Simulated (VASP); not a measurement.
B: single point with PBE0

Crystal: B.

```
CELL_PARAMETERS angstrom
1.87259 0.00000 0.00000
0.00000 1.87259 0.00000
0.00000 0.00000 1.87259
ATOMIC_POSITIONS crystal
B 0.50000 0.50000 0.50000
```

```json
{
  "Program": "VASP 6.6.1",
  "Task": "single point",
  "Functional": "PBE0",
  "Potentials or basis": "VASP PAW PBE potentials, release 64 (B)",
  "Cutoff": "520 eV",
  "k mesh": "7 × 7 × 7",
  "Occupations": "fermi-dirac, width 0.05 eV",
  "Spin": "no spin polarisation",
  "Dipole correction": "no",
  "Grid for exact exchange (PRECFOCK)": "Normal",
  "Further INCAR settings": "ALGO = Normal; EDIFF = 1e-06; NBANDS = 8"
}
```

```yaml
Pressure: -0.3 GPa
```

Levels at points of the mesh, in eV from the Fermi level:
| k point | band 1 | band 2 | band 3 | band 4 | band 5 | band 6 |
| --- | --- | --- | --- | --- | --- | --- |
| (0.00, 0.00, 0.00) | -18.30 | 16.04 | 16.04 | 16.04 | 26.28 | 26.28 |

Run time: 100 s on 1 thread of AMD EPYC 7R13, with other jobs on the host, peak memory 0.08 GiB.

Caveat: the k points lie up to 0.48 Å⁻¹ apart; the PAW data sets were made with another functional, which shifts forces and pressure a little.
